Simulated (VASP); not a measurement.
Input of a VASP 6.6.1 run:

Contents of INCAR:

```
SYSTEM = Si8Ni3
PREC = Accurate
ENCUT = 520
EDIFF = 1E-7
ISMEAR = 0
SIGMA = 0.1
LREAL = .FALSE.
LASPH = .TRUE.
NELM = 80
ALGO = Normal
ISIF = 2
LWAVE = .FALSE.
LCHARG = .TRUE.
LDIPOL = .TRUE.
IDIPOL = 3
DIPOL = 0.5 0.5 0.500
GGA = PS
LELF = .TRUE.
LVHAR = .TRUE.
LVACPOTAV = .TRUE.
NBANDS = 42
```

KPOINTS

```
Automatic mesh
0
G
  9 9 1
  0 0 0
```

File POSCAR:

```
Si8Ni3
1.0
    3.8123023599      0.0000000000      0.0000000000
   -1.9061511800      3.3015506906      0.0000000000
    0.0000000000      0.0000000000     25.8945614482
Si Ni
8 3
Direct
    0.6666666667      0.3333333333      0.2896361081
    0.0000000000      0.0000000000      0.3497400772
    0.3333333333      0.6666666667      0.4098440463
    0.6666666667      0.3333333333      0.4699480154
    0.0000000000      0.0000000000      0.5300519846
    0.3333333333      0.6666666667      0.5901559537
    0.6666666667      0.3333333333      0.6502599228
    0.0000000000      0.0000000000      0.7103638919
    0.6666666667      0.3333333333      0.3797920618
    0.3333333333      0.6666666667      0.5000000000
    0.0000000000      0.0000000000      0.6202079382
```

Potentials or basis: VASP PAW PBE potentials, release 64 (Si, Ni).

Command:

```sh
$ cat potpaw_PBE.64/Si/POTCAR potpaw_PBE.64/Ni/POTCAR > POTCAR
$ mpirun -np 1 vasp_std > vasp.out
```

(1) What does it give for the band gap on the k mesh?

(2) Predict the largest force.

## Answers

(1) zero (bands 31 and 32 overlap by 2.18 eV).

(2) 1.128 eV/Å.

Caveat: the PAW data sets were made with another functional, which shifts forces and pressure a little.
